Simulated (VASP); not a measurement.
# Ag (Fm-3m) in VASP: notebook

Ag is run at these levels: LDA; tasks: single point.

All numbers are computed with VASP 6.6.1; they aren't measurements. Logs are shortened: lines on timing, memory, paths and dates and some standing lists are left out, and cuts for length are marked.

**1. The cell of the first run**

It takes space group Fm-3m (No. 225, cubic). Conventional cell: a = 3.999 Å, b = 3.999 Å, c = 3.999 Å, α = 90.00°, β = 90.00°, γ = 90.00°. Ag (site symmetry m-3m) has 12 Ag at 2.83 Å within 3.7 Å.

**2. Single point, LDA**

INCAR

```
  PREC = Accurate
  ENCUT = 520
  EDIFF = 1E-6
  ISMEAR = 1
  SIGMA = 0.01
  LREAL = False
  LASPH = True
  NELM = 60
  ALGO = Normal
  ISIF = 2
  LWAVE = False
  LCHARG = False
  NBANDS = 12
```

KPOINTS

```
regular mesh
0
Gamma
  13 13 13
```

POSCAR

```
Ag
1.0
    0.0000000000      1.9996579419      1.9996579419
    1.9996579419      0.0000000000      1.9996579419
    1.9996579419      1.9996579419      0.0000000000
Ag
1
Direct
    0.0000000000      0.0000000000      0.0000000000
```

Potentials or basis: VASP PAW LDA potentials, release 64 (Ag).

On the command line:

```bash
> cat potpaw_LDA.64/Ag/POTCAR > POTCAR
> mpirun -np 1 vasp_std > vasp.out
```

OUTCAR:

```text
PREC = Accurate
   ENCUT = 520
   EDIFF = 1E-6
   ISMEAR = 1
   LREAL = False
   LASPH = True
   NELM = 60
   ISIF = 2

 ion  position               nearest neighbor table
   1  0.000  0.000  0.000-

  LATTYP: Found a face centered cubic cell.
 ALAT       =     3.9993158838

  Lattice vectors:

 A1 = (   0.0000000000,   1.9996579419,   1.9996579419)
 A2 = (   1.9996579419,   0.0000000000,   1.9996579419)
 A3 = (   1.9996579419,   1.9996579419,   0.0000000000)

Analysis of symmetry for initial positions (statically):
=====================================================================
 Subroutine PRICEL returns:
 Original cell was already a primitive cell.

 Routine SETGRP: Setting up the symmetry group for a
 face centered cubic supercell.

 Subroutine GETGRP returns: Found 48 space group operations
 (whereof 48 operations were pure point group operations)
 out of a pool of 48 trial point group operations.

The static configuration has the point symmetry O_h .

Analysis of symmetry for dynamics (positions and initial velocities):
=====================================================================
 Subroutine PRICEL returns:
 Original cell was already a primitive cell.

 Routine SETGRP: Setting up the symmetry group for a
 face centered cubic supercell.

 Subroutine GETGRP returns: Found 48 space group operations
 (whereof 48 operations were pure point group operations)
 out of a pool of 48 trial point group operations.

The dynamic configuration has the point symmetry O_h .

 Subroutine INISYM returns: Found 48 space group operations
 (whereof 48 operations are pure point group operations),
 and found     1 'primitive' translations

----------------------------------------------------------------------------------------

                                     Primitive cell

  volume of cell :      15.9918

  direct lattice vectors                    reciprocal lattice vectors
     0.000000000  1.999657942  1.999657942    -0.250042765  0.250042765  0.250042765
     1.999657942  0.000000000  1.999657942     0.250042765 -0.250042765  0.250042765
     1.999657942  1.999657942  0.000000000     0.250042765  0.250042765 -0.250042765

  length of vectors
     2.827943382  2.827943382  2.827943382     0.433086772  0.433086772  0.433086772

  position of ions in fractional coordinates (direct lattice)
     0.000000000  0.000000000  0.000000000

  ion indices of the primitive-cell ions
   primitive index   ion index
                 1           1

----------------------------------------------------------------------------------------

 KPOINTS: regular mesh

Automatic generation of k-mesh.
 Grid dimensions read from file:
 generate k-points for:   13   13   13

 Generating k-lattice:

  Cartesian coordinates                     Fractional coordinates (reciprocal lattice)
    -0.019234059  0.019234059  0.019234059     0.076923077  0.000000000  0.000000000
     0.019234059 -0.019234059  0.019234059     0.000000000  0.076923077  0.000000000
     0.019234059  0.019234059 -0.019234059     0.000000000  0.000000000  0.076923077

  Length of vectors
     0.033314367  0.033314367  0.033314367

  Shift w.r.t. Gamma in fractional coordinates (k-lattice)
     0.000000000  0.000000000  0.000000000

 Subroutine IBZKPT returns following result:
 ===========================================

 Found     84 irreducible k-points:

 Following reciprocal coordinates:
            Coordinates               Weight
  0.000000  0.000000  0.000000      1.000000
  0.076923  0.000000  0.000000      8.000000
  0.153846  0.000000  0.000000      8.000000
  0.230769  0.000000  0.000000      8.000000
  0.307692  0.000000  0.000000      8.000000
  0.384615  0.000000  0.000000      8.000000
[... 16 lines left out ...]
  0.384615  0.153846  0.000000     24.000000
  0.461538  0.153846  0.000000     24.000000
 [... further k-points ...]
   k-points           NKPTS =     84   k-points in BZ     NKDIM =     84   number of bands    NBANDS=     12
   number of dos      NEDOS =    301   number of ions     NIONS =      1
   total plane-waves  NPLWV =  13824
   dimension x,y,z NGX =    24 NGY =   24 NGZ =   24
   dimension x,y,z NGXF=    48 NGYF=   48 NGZF=   48
   ions per type =               1
   NGX,Y,Z   is equivalent  to a cutoff of  14.11, 14.11, 14.11 a.u.
   NGXF,Y,Z  is equivalent  to a cutoff of  28.22, 28.22, 28.22 a.u.
 SYSTEM =  unknown system
   PREC   = accura    normal or accurate (medium, high low for compatibility)
   ISTART =      0    job   : 0-new  1-cont  2-samecut
   ICHARG =      2    charge: 1-file 2-atom 10-const
   ISPIN  =      1    spin polarized calculation?
   LNONCOLLINEAR =      F non collinear calculations
   LSORBIT =      F    spin-orbit coupling
   LASPH  =      T    aspherical Exc in radial PAW
   ENCUT  =  520.0 eV  38.22 Ry    6.18 a.u.   5.26  5.26  5.26*2*pi/ulx,y,z
   NELM   =     60;   NELMIN=  2; NELMDL= -5     # of ELM steps
   EDIFF  = 0.1E-05   stopping-criterion for ELM
   LREAL  =      F    real-space projection
   EDIFFG = 0.1E-04   stopping-criterion for IOM
   NSW    =      0    number of steps for IOM
   IBRION =     -1    ionic relax: 0-MD 1-quasi-New 2-CG
   NFREE  =      0    steps in history (QN), initial steepest desc. (CG)
   ISIF   =      2    stress and relaxation
   ISYM   =      2    0-nonsym 1-usesym 2-fastsym
   POTIM  = 0.5000    time-step for ionic-motion
   TEBEG  =    0.0;   TEEND  =   0.0 temperature during run
   PSTRESS=    0.0 pullay stress
   NELECT =      11.0000    total number of electrons
   NUPDOWN=      -1.0000    fix difference up-down
   EMIN   =  10.00;   EMAX   =-10.00  energy-range for DOS
   EFERMI =   0.00;   METHOD = LEGACY
   ISMEAR =     1;   SIGMA  =   0.01  broadening in eV -4-tet -1-fermi 0-gaus
   EFERMI_NEDOS =   21; number of points for ismear=-14 and -15
   IALGO  =     38    algorithm
   IMIX   =      4    mixing-type and parameters
     AMIX     =   0.40;   BMIX     =  1.00
     AMIX_MAG =   1.60;   BMIX_MAG =  1.00
  volume/ion in A,a.u.               =      15.99       107.92
  Fermi-wavevector in a.u.,A,eV,Ry     =   1.445129  2.730898 28.414386  2.088398
  Thomas-Fermi vector in A             =   2.563346
   LORBIT       =      0    0 simple, 1 ext, 2 COOP (PROOUT), +10 PAW based schemes
   GGA     = CA    functional components
   LHFCALC =     F    Hartree Fock is set to
   AEXX    =    0.0000 exact exchange contribution
   IVDW    =     0    specifies the selected vdW correction
   LEPSILON=     F    determine dielectric tensor
   LRPA    =     F    only Hartree local field effects (RPA)
 non-spin polarized calculation
 Methfessel and Paxton  Order N= 1 SIGMA  =   0.01
  energy-cutoff  :      520.00
  volume of cell :       15.99
 maximum number of plane-waves:       444
 NGX is ok and might be reduce to    24
   NGX = 11   NGY = 11   NGZ = 11

 number of electron      11.0000002 magnetization

 Free energy of the ion-electron system (eV)
  ---------------------------------------------------
  ext. energy  EPLUGINS =         0.00000000
  ---------------------------------------------------
  free energy    TOTEN  =        -3.78244725 eV

  energy without entropy =       -3.78244995  energy(sigma->0) =       -3.78244815

 E-fermi :   9.3116     XC(G=0): -12.9654

 val. band max:        9.3039729597   @ k =   0.4615   0.3077   0.0000
 cond. band min:       9.3800152667   @ k =  -0.3846   0.1538   0.0000
 fundamental gap:      0.0760423070
 Fermi energy:         9.3115754293

 k-point     1 :       0.0000    0.0000    0.0000
  band No.  band energies     occupation
      1       0.7695      2.00000
      2       4.0568      2.00000
      3       4.0568      2.00000
      4       4.0568      2.00000
      5       5.2362      2.00000
      6       5.2362      2.00000
      7      25.2222      0.00000
      8      29.1094      0.00000
      9      29.1094      0.00000
     10      29.1094      0.00000
     11      34.2946      0.00000
     12      35.7275      0.00000

 k-point     2 :       0.0769    0.0000    0.0000
  band No.  band energies     occupation
      1       0.9635      2.00000
      2       4.0088      2.00000
      3       4.1132      2.00000
      4       4.1132      2.00000
      5       5.2144      2.00000
      6       5.2144      2.00000
      7      25.2873      0.00000
      8      27.7113      0.00000
      9      29.2284      0.00000
     10      29.2284      0.00000
     11      34.2172      0.00000
     12      35.3995      0.00000

 k-point     3 :       0.1538    0.0000    0.0000
  band No.  band energies     occupation
      1       1.4978      2.00000
      2       3.9308      2.00000
      3       4.2359      2.00000
      4       4.2359      2.00000
      5       5.1961      2.00000
      6       5.1961      2.00000
      7      24.2729      0.00000
      8      26.2750      0.00000
      9      29.4892      0.00000
     10      29.4892      0.00000
     11      32.8629      0.00000
     12      34.3911      0.00000

 k-point     4 :       0.2308    0.0000    0.0000
  band No.  band energies     occupation
      1       2.1283      2.00000
      2       4.1070      2.00000
      3       4.2913      2.00000
      4       4.2913      2.00000
      5       5.3113      2.00000
      6       5.3113      2.00000
      7      21.4464      0.00000
      8      26.0414      0.00000
      9      29.5520      0.00000
     10      29.5520      0.00000
     11      32.4913      0.00000
     12      33.2305      0.00000

 k-point     5 :       0.3077    0.0000    0.0000
  band No.  band energies     occupation
      1       2.3808      2.00000
      2       4.2197      2.00000
      3       4.2197      2.00000
      4       5.0382      2.00000
      5       5.5966      2.00000
      6       5.5966      2.00000
      7      18.4293      0.00000
      8      25.4842      0.00000
      9      28.9844      0.00000
     10      28.9844      0.00000
     11      32.7279      0.00000
     12      32.7279      0.00000
[... 228 lines left out ...]
      1       2.2782      2.00000
      2       3.4939      2.00000
      3       4.4833      2.00000
      4       4.6173      2.00000
      5       5.0442      2.00000
      6       5.5280      2.00000
      7      23.9190      0.00000
      8      26.0585      0.00000
      9      26.0803      0.00000
     10      27.8182      0.00000
     11      31.3226      0.00000
     12      35.2397      0.00000

 k-point    22 :       0.3077    0.1538    0.0000
  band No.  band energies     occupation
      1       2.7224      2.00000
      2       3.5695      2.00000
      3       4.2773      2.00000
      4       4.6558      2.00000
      5       5.7513      2.00000
      6       5.7985      2.00000
      7      20.8764      0.00000
      8      25.4009      0.00000
      9      25.5929      0.00000
     10      27.7173      0.00000
     11      31.8108      0.00000
     12      35.1162      0.00000

 k-point    23 :       0.3846    0.1538    0.0000
  band No.  band energies     occupation
      1       2.7426      2.00000
      2       3.9105      2.00000
      3       4.2404      2.00000
      4       4.5778      2.00000
      5       6.0126      2.00000
      6       7.0458      2.00000
      7      17.8497      0.00000
      8      24.7297      0.00000
      9      25.0164      0.00000
     10      26.8993      0.00000
     11      33.9766      0.00000
     12      35.0181      0.00000

 k-point    24 :       0.4615    0.1538    0.0000
  band No.  band energies     occupation
      1       2.6715      2.00000
      2       3.8287      2.00000
      3       4.4720      2.00000
      4       4.6953      2.00000
      5       6.1616      2.00000
      6       8.7106      2.00000
      7      15.0765      0.00000
      8      23.7914      0.00000
      9      25.0526      0.00000
     10      26.1837      0.00000
     11      34.6987      0.00000
     12      34.8696      0.00000

 [... further k-points ...]

------------------------ aborting loop because EDIFF is reached ----------------------------------------

  FORCE on cell =-STRESS in cart. coord.  units (eV):
  Direction    XX          YY          ZZ          XY          YZ          ZX
  --------------------------------------------------------------------------------------
  -------------------------------------------------------------------------------------
  Total        0.0053945      0.0053945      0.0053945      0.0000000      0.0000000     -0.0000000
  in kB        0.5404591      0.5404591      0.5404591      0.0000000      0.0000000     -0.0000000
  external PRESSURE =       0.5404591 kB  Pullay stress =       0.0000000 kB

 VOLUME and BASIS-vectors are now :
 -----------------------------------------------------------------------------
  energy-cutoff  :      520.00
  volume of cell :       15.99
      direct lattice vectors                 reciprocal lattice vectors
     0.000000000  1.999657942  1.999657942    -0.250042765  0.250042765  0.250042765
     1.999657942  0.000000000  1.999657942     0.250042765 -0.250042765  0.250042765
     1.999657942  1.999657942  0.000000000     0.250042765  0.250042765 -0.250042765

 POSITION                                       TOTAL-FORCE (eV/Angst)
 -----------------------------------------------------------------------------------
      0.00000      0.00000      0.00000         0.000000      0.000000      0.000000
 -----------------------------------------------------------------------------------
    total drift:                               -0.000000      0.000000      0.000000

  FREE ENERGIE OF THE ION-ELECTRON SYSTEM (eV)
  ---------------------------------------------------
  free  energy   TOTEN  =        -3.7824472549 eV

  energy  without entropy=       -3.7824499511  energy(sigma->0) =       -3.78244815
```

Run time: 20 s. Hardware: 1 thread of Intel Xeon 8259CL, shared host; peak memory 0.14 GiB.

Results:

| Quantity | Value |
| --- | --- |
| Free energy | -3.7824 eV |
| Pressure | 0.1 GPa |

Levels at points of the mesh, in eV from the Fermi level:
```tsv
k point	band 3	band 4	band 5	band 6	band 7	band 8	band 9	band 10
(0.00, 0.00, 0.00)	-5.25	-5.25	-4.08	-4.08	15.91	19.80	19.80	19.80
```

**3. Single point, LDA**

INCAR

```
PREC     = Accurate       # precision mode
ENCUT    = 520            # plane-wave cutoff, eV
EDIFF    = 1E-6           # SCF threshold, eV
ISMEAR   = 1              # smearing method
SIGMA    = 0.03           # smearing width, eV
LREAL    = False          # projectors in reciprocal space
LASPH    = True           # aspherical terms in the spheres
NELM     = 60             # most SCF steps
ALGO     = Normal         # electronic algorithm
ISIF     = 2              # what is computed and relaxed
LWAVE    = False          # write WAVECAR
LCHARG   = True           # write CHGCAR
LELF     = True           # ELF
LVHAR    = True         
NBANDS   = 12             # bands
```

KPOINTS is that of step 2.

POSCAR is that of step 2.

Potentials or basis: VASP PAW LDA potentials, release 64 (Ag).

On the command line:

```bash
> cat potpaw_LDA.64/Ag/POTCAR > POTCAR
> mpirun -np 1 vasp_std > vasp.out
```

It took 19 s on 1 thread of Intel Xeon 8259CL, shared host; peak memory 0.14 GiB.

It converged, with:

* Free energy: -3.7824 eV
* Pressure: 0.0 GPa

Levels at points of the mesh, in eV from the Fermi level:
```
           k point  band 3  band 4  band 5  band 6  band 7  band 8  band 9  band 10
(0.00, 0.00, 0.00)   -5.29   -5.29   -4.12   -4.12   15.87   19.76   19.76    19.76
```
